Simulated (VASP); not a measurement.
# In (P6/mmm) in VASP: further runs

The runs below take In through single point, with r2SCAN.

Program: VASP 6.6.1. These are calculated values, not measurements. Logs are shortened: lines on timing, memory, paths and dates and some standing lists are left out, and cuts for length are marked.

## (1) The cell of the first run

The structure is hexagonal, space group P6/mmm (No. 191). The conventional cell has a = 5.166 Å, b = 5.166 Å, c = 3.196 Å, α = 90.00°, β = 90.00°, γ = 120.00°. In (site symmetry 6/mmm) has 14 In at 3.20 to 3.38 Å within 4.2 Å. Within 3.9 Å of In (site symmetry -6m2) lie 11 In at 2.98 to 3.38 Å.

This isn't the form of In at room conditions, which is tetragonal.

## (2) Single point, r2SCAN (24.62 Å³/atom)

The input, POSCAR:

```
In
1.0
    5.1661118089      0.0000000000      0.0000000000
   -2.5830559045      4.4739840653      0.0000000000
    0.0000000000      0.0000000000      3.1956720425
In
3
Direct
    1.0000000000      1.0000000000      0.0000000000
    0.3333333333      0.6666666667      0.5000000000
    0.6666666667      0.3333333333      0.5000000000
```

The input, INCAR.step1:

```
PREC = Accurate
ENCUT = 520
ISMEAR = -1
SIGMA = 0.1
LREAL = F
LASPH = T
NELM = 100
NBANDS = 26
GGA = PE
ALGO = Normal
EDIFF = 1E-4
LWAVE = T
LCHARG = F
```

The input, INCAR.step2:

```
PREC = Accurate
ENCUT = 520
EDIFF = 1E-7
ISMEAR = -1
SIGMA = 0.1
LREAL = F
LASPH = T
NELM = 100
ALGO = Normal
ISIF = 2
LWAVE = F
LCHARG = F
METAGGA = R2SCAN
LMIXTAU = T
NBANDS = 26
ISTART = 1
```

The input, KPOINTS:

```
regular mesh
0
Gamma
  8 8 11
```

Potentials or basis: VASP PAW PBE potentials, release 64 (In_d).

Command:

```console
cat potpaw_PBE.64/In_d/POTCAR > POTCAR
cp INCAR.step1 INCAR
mpirun -np 1 vasp_std > vasp.out
cp INCAR.step2 INCAR
mpirun -np 1 vasp_std > vasp.out
```

OUTCAR:

```text
PREC = Accurate
   ENCUT = 520
   EDIFF = 1E-7
   ISMEAR = -1
   LREAL = F
   LASPH = T
   NELM = 100
   ISIF = 2
   METAGGA = R2SCAN
   ISTART = 1

 ion  position               nearest neighbor table
   1  0.000  0.000  0.000-   2 3.38   3 3.38   2 3.38   3 3.38   3 3.38   3 3.38   2 3.38   2 3.38
                             3 3.38   3 3.38   2 3.38   2 3.38
   2  0.333  0.667  0.500-   3 2.98   3 2.98   3 2.98   1 3.38   1 3.38   1 3.38   1 3.38   1 3.38
                             1 3.38
   3  0.667  0.333  0.500-   2 2.98   2 2.98   2 2.98   1 3.38   1 3.38   1 3.38   1 3.38   1 3.38
                             1 3.38

  LATTYP: Found a hexagonal cell.
 ALAT       =     5.1661118089
 C/A-ratio  =     0.6185836003

  Lattice vectors:

 A1 = (   5.1661118089,   0.0000000000,   0.0000000000)
 A2 = (  -2.5830559045,   4.4739840653,   0.0000000000)
 A3 = (   0.0000000000,   0.0000000000,   3.1956720425)

Analysis of symmetry for initial positions (statically):
=====================================================================
 Subroutine PRICEL returns:
 Original cell was already a primitive cell.

 Routine SETGRP: Setting up the symmetry group for a
 hexagonal supercell.

 Subroutine GETGRP returns: Found 24 space group operations
 (whereof 24 operations were pure point group operations)
 out of a pool of 24 trial point group operations.

The static configuration has the point symmetry D_6h.

Analysis of symmetry for dynamics (positions and initial velocities):
=====================================================================
 Subroutine PRICEL returns:
 Original cell was already a primitive cell.

 Routine SETGRP: Setting up the symmetry group for a
 hexagonal supercell.

 Subroutine GETGRP returns: Found 24 space group operations
 (whereof 24 operations were pure point group operations)
 out of a pool of 24 trial point group operations.

The dynamic configuration has the point symmetry D_6h.

 Subroutine INISYM returns: Found 24 space group operations
 (whereof 24 operations are pure point group operations),
 and found     1 'primitive' translations

----------------------------------------------------------------------------------------

                                     Primitive cell

  volume of cell :      73.8619

  direct lattice vectors                    reciprocal lattice vectors
     5.166111809  0.000000000  0.000000000     0.193569175  0.111757215  0.000000000
    -2.583055905  4.473984065  0.000000000     0.000000000  0.223514430  0.000000000
     0.000000000  0.000000000  3.195672043     0.000000000  0.000000000  0.312923225

  length of vectors
     5.166111809  5.166111809  3.195672043     0.223514430  0.223514430  0.312923225

  position of ions in fractional coordinates (direct lattice)
     0.000000000  0.000000000  0.000000000
     0.333333333  0.666666667  0.500000000
     0.666666667  0.333333333  0.500000000

  ion indices of the primitive-cell ions
   primitive index   ion index
                 1           1
                 2           2
                 3           3

----------------------------------------------------------------------------------------

 KPOINTS: regular mesh

Automatic generation of k-mesh.
 Grid dimensions read from file:
 generate k-points for:    8    8   11

 Generating k-lattice:

  Cartesian coordinates                     Fractional coordinates (reciprocal lattice)
     0.024196147  0.013969652  0.000000000     0.125000000 -0.000000000  0.000000000
     0.000000000  0.027939304  0.000000000     0.000000000  0.125000000  0.000000000
     0.000000000  0.000000000  0.028447566     0.000000000  0.000000000  0.090909091

  Length of vectors
     0.027939304  0.027939304  0.028447566

  Shift w.r.t. Gamma in fractional coordinates (k-lattice)
     0.000000000  0.000000000  0.000000000

 Subroutine IBZKPT returns following result:
 ===========================================

 Found     60 irreducible k-points:

 Following reciprocal coordinates:
            Coordinates               Weight
  0.000000  0.000000  0.000000      1.000000
  0.125000 -0.000000  0.000000      6.000000
  0.250000 -0.000000  0.000000      6.000000
  0.375000 -0.000000  0.000000      6.000000
  0.500000 -0.000000  0.000000      3.000000
  0.125000  0.125000  0.000000      6.000000
[... 16 lines left out ...]
  0.250000 -0.000000  0.181818     12.000000
  0.375000 -0.000000  0.181818     12.000000
 [... further k-points ...]
   k-points           NKPTS =     60   k-points in BZ     NKDIM =     60   number of bands    NBANDS=     26
   number of dos      NEDOS =    301   number of ions     NIONS =      3
   total plane-waves  NPLWV =  38400
   dimension x,y,z NGX =    40 NGY =   40 NGZ =   24
   dimension x,y,z NGXF=    80 NGYF=   80 NGZF=   48
   ions per type =               3
   NGX,Y,Z   is equivalent  to a cutoff of  12.87, 12.87, 12.49 a.u.
   NGXF,Y,Z  is equivalent  to a cutoff of  25.74, 25.74, 24.97 a.u.
 SYSTEM =  unknown system
   PREC   = accura    normal or accurate (medium, high low for compatibility)
   ISTART =      1    job   : 0-new  1-cont  2-samecut
   ICHARG =      0    charge: 1-file 2-atom 10-const
   ISPIN  =      1    spin polarized calculation?
   LNONCOLLINEAR =      F non collinear calculations
   LSORBIT =      F    spin-orbit coupling
   LASPH  =      T    aspherical Exc in radial PAW
   ENCUT  =  520.0 eV  38.22 Ry    6.18 a.u.   9.61  9.61  5.94*2*pi/ulx,y,z
   NELM   =    100;   NELMIN=  2; NELMDL=  0     # of ELM steps
   EDIFF  = 0.1E-06   stopping-criterion for ELM
   LREAL  =      F    real-space projection
   EDIFFG = 0.1E-05   stopping-criterion for IOM
   NSW    =      0    number of steps for IOM
   IBRION =     -1    ionic relax: 0-MD 1-quasi-New 2-CG
   NFREE  =      0    steps in history (QN), initial steepest desc. (CG)
   ISIF   =      2    stress and relaxation
   ISYM   =      2    0-nonsym 1-usesym 2-fastsym
   POTIM  = 0.5000    time-step for ionic-motion
   TEBEG  =    0.0;   TEEND  =   0.0 temperature during run
   PSTRESS=    0.0 pullay stress
   NELECT =      39.0000    total number of electrons
   NUPDOWN=      -1.0000    fix difference up-down
   EMIN   =  10.00;   EMAX   =-10.00  energy-range for DOS
   EFERMI =   0.00;   METHOD = LEGACY
   ISMEAR =    -1;   SIGMA  =   0.10  broadening in eV -4-tet -1-fermi 0-gaus
   EFERMI_NEDOS =   21; number of points for ismear=-14 and -15
   IALGO  =     38    algorithm
   IMIX   =      4    mixing-type and parameters
     AMIX     =   0.40;   BMIX     =  1.00
     AMIX_MAG =   1.60;   BMIX_MAG =  1.00
  volume/ion in A,a.u.               =      24.62       166.15
  Fermi-wavevector in a.u.,A,eV,Ry     =   1.323192  2.500470 23.821587  1.750837
  Thomas-Fermi vector in A             =   2.452818
   LORBIT       =      0    0 simple, 1 ext, 2 COOP (PROOUT), +10 PAW based schemes
   METAGGA = R2SCAN    functional components
   LHFCALC =     F    Hartree Fock is set to
   AEXX    =    0.0000 exact exchange contribution
   IVDW    =     0    specifies the selected vdW correction
   LEPSILON=     F    determine dielectric tensor
   LRPA    =     F    only Hartree local field effects (RPA)
 non-spin polarized calculation
  energy-cutoff  :      520.00
  volume of cell :       73.86
 maximum number of plane-waves:      2010
 NGX is ok and might be reduce to    40
   NGX = 19   NGY = 19   NGZ = 11

 number of electron      39.0000017 magnetization

 Free energy of the ion-electron system (eV)
  ---------------------------------------------------
  ext. energy  EPLUGINS =         0.00000000
  ---------------------------------------------------
  free energy    TOTEN  =       -67.55593701 eV

  energy without entropy =      -67.49944585  energy(sigma->0) =      -67.52769143

 E-fermi :   8.2639     XC(G=0): -11.4008

 val. band max:        8.2619726226   @ k =   0.2500   0.1250   0.4545
 cond. band min:       8.2765522639   @ k =   0.2500   0.2500   0.0000
 fundamental gap:      0.0145796413
 Fermi energy:         8.2639088784

 k-point     1 :       0.0000    0.0000    0.0000
  band No.  band energies     occupation
      1      -7.4245      2.00000
      2      -7.1646      2.00000
      3      -7.1154      2.00000
      4      -7.1154      2.00000
      5      -7.0892      2.00000
      6      -6.9882      2.00000
[... 18 lines left out ...]
     25      20.5702      0.00000
     26      20.6299      0.00000

 k-point     2 :       0.1250   -0.0000    0.0000
  band No.  band energies     occupation
      1      -7.4141      2.00000
      2      -7.1791      2.00000
      3      -7.1613      2.00000
      4      -7.1511      2.00000
      5      -7.0756      2.00000
      6      -7.0192      2.00000
[... 18 lines left out ...]
     25      19.5468      0.00000
     26      19.8913      0.00000

 k-point     3 :       0.2500   -0.0000    0.0000
  band No.  band energies     occupation
      1      -7.3868      2.00000
      2      -7.2550      2.00000
      3      -7.2106      2.00000
      4      -7.1851      2.00000
      5      -7.1020      2.00000
      6      -7.0395      2.00000
[... 18 lines left out ...]
     25      17.4845      0.00000
     26      17.7924      0.00000

 k-point     4 :       0.3750   -0.0000    0.0000
  band No.  band energies     occupation
      1      -7.3598      2.00000
      2      -7.3122      2.00000
      3      -7.2520      2.00000
      4      -7.2129      2.00000
      5      -7.1193      2.00000
      6      -7.0564      2.00000
[... 18 lines left out ...]
     25      15.5936      0.00000
     26      17.0486      0.00000
[... 496 lines left out ...]
      1      -7.2988      2.00000
      2      -7.1734      2.00000
      3      -7.1734      2.00000
      4      -7.1228      2.00000
      5      -7.1125      2.00000
      6      -7.0615      2.00000
[... 18 lines left out ...]
     25      16.3570      0.00000
     26      17.3375      0.00000

 k-point    23 :       0.2500   -0.0000    0.1818
  band No.  band energies     occupation
      1      -7.3011      2.00000
      2      -7.2305      2.00000
      3      -7.2174      2.00000
      4      -7.1199      2.00000
      5      -7.1041      2.00000
      6      -7.0548      2.00000
[... 18 lines left out ...]
     25      15.7200      0.00000
     26      16.6290      0.00000

 k-point    24 :       0.3750   -0.0000    0.1818
  band No.  band energies     occupation
      1      -7.3163      2.00000
      2      -7.2673      2.00000
      3      -7.2268      2.00000
      4      -7.1167      2.00000
      5      -7.1086      2.00000
      6      -7.0326      2.00000
[... 18 lines left out ...]
     25      15.2492      0.00000
     26      15.4027      0.00000

 [... further k-points ...]

------------------------ aborting loop because EDIFF is reached ----------------------------------------

  FORCE on cell =-STRESS in cart. coord.  units (eV):
  Direction    XX          YY          ZZ          XY          YZ          ZX
  --------------------------------------------------------------------------------------
  -------------------------------------------------------------------------------------
  Total        1.9827878      1.9827878      1.8550866     -0.0000000      0.0000000      0.0000000
  in kB       43.0096978     43.0096978     40.2396639     -0.0000000      0.0000000      0.0000000
  external PRESSURE =      42.0863532 kB  Pullay stress =       0.0000000 kB

 VOLUME and BASIS-vectors are now :
 -----------------------------------------------------------------------------
  energy-cutoff  :      520.00
  volume of cell :       73.86
      direct lattice vectors                 reciprocal lattice vectors
     5.166111809  0.000000000  0.000000000     0.193569175  0.111757215  0.000000000
    -2.583055905  4.473984065  0.000000000     0.000000000  0.223514430  0.000000000
     0.000000000  0.000000000  3.195672043     0.000000000  0.000000000  0.312923225

 POSITION                                       TOTAL-FORCE (eV/Angst)
 -----------------------------------------------------------------------------------
      0.00000      0.00000      0.00000         0.000000      0.000000     -0.000000
     -0.00000      2.98266      1.59784        -0.000000      0.000000      0.000000
      2.58306      1.49133      1.59784         0.000000     -0.000000     -0.000000
 -----------------------------------------------------------------------------------
    total drift:                               -0.000000      0.000000      0.000000

  FREE ENERGIE OF THE ION-ELECTRON SYSTEM (eV)
  ---------------------------------------------------
  free  energy   TOTEN  =       -67.5559370070 eV

  energy  without entropy=      -67.4994458549  energy(sigma->0) =      -67.52769143
```

It took 5 min on 1 thread of Intel Xeon Platinum 8488C (Sapphire Rapids), shared host; peak memory 0.24 GiB.

What came out:

- Free energy: -67.5559 eV
- Pressure: 4.2 GPa
- Band gap on the k mesh: zero (an odd number of electrons rules out a gap without spin polarisation)

Stress tensor (GPa, compression positive):
```
4.30 0.00 0.00
0.00 4.30 0.00
0.00 0.00 4.02
```

Caveat: the cell stands under pressure; the PAW data sets were made with another functional, which shifts forces and pressure a little; spin-orbit coupling is left out, which moves the levels of the heavy elements.

## (3) Single point, r2SCAN (25.69 Å³/atom)

This run uses another cell than the first one, of 25.69 Å³/atom.

The input, POSCAR:

```
In
1.0
    5.2399233785      0.0000000000      0.0000000000
   -2.6199616893      4.5379067597      0.0000000000
    0.0000000000      0.0000000000      3.2413306690
In
3
Direct
    1.0000000000      1.0000000000      0.0000000000
    0.3333333333      0.6666666667      0.5000000000
    0.6666666667      0.3333333333      0.5000000000
```

INCAR.step1: that of step 2 with these lines changed.

```diff
@@ -6,3 +6,3 @@
 LASPH = T
-NELM = 100
+NELM = 80
 NBANDS = 26
```

INCAR.step2: that of step 2 with these lines changed.

```diff
@@ -7,3 +7,3 @@
 LASPH = T
-NELM = 100
+NELM = 80
 ALGO = Normal
```

The input, KPOINTS:

```
Automatic mesh
0
Gamma
  8 8 11
```

Potentials or basis: VASP PAW PBE potentials, release 64 (In_d).

Command:

```console
cat potpaw_PBE.64/In_d/POTCAR > POTCAR
cp INCAR.step1 INCAR
mpirun -np 1 vasp_std > vasp.out
cp INCAR.step2 INCAR
mpirun -np 1 vasp_std > vasp.out
```

Wall time 4.7 min (1 thread of Intel Xeon Platinum 8488C (Sapphire Rapids), shared host); peak memory 0.25 GiB.

It converged, with:

| Property | Result |
| --- | --- |
| Free energy | -67.6177 eV |
| Pressure | 1.9 GPa |
| Band gap on the k mesh | zero (an odd number of electrons rules out a gap without spin polarisation) |

Stress tensor (GPa, compression positive):
```
1.91 0.00 0.00
0.00 1.91 0.00
0.00 0.00 1.78
```

Levels at points of the mesh, in eV from the Fermi level:
| k point | band 16 | band 17 | band 18 | band 19 | band 20 | band 21 | band 22 | band 23 |
| --- | --- | --- | --- | --- | --- | --- | --- | --- |
| (0.00, 0.00, 0.00) | -10.24 | -2.75 | -2.49 | -1.19 | -1.19 | -1.07 | -1.07 | 4.89 |
| (0.50, 0.00, 0.00) | -8.12 | -8.11 | -4.04 | -3.55 | 3.93 | 4.07 | 5.06 | 5.20 |

Caveat: the PAW data sets were made with another functional, which shifts forces and pressure a little; spin-orbit coupling is left out, which moves the levels of the heavy elements.

(Part 1 of 2 ends here.)

The gap in the log of VASP goes by the Fermi energy; the results here count the filled bands.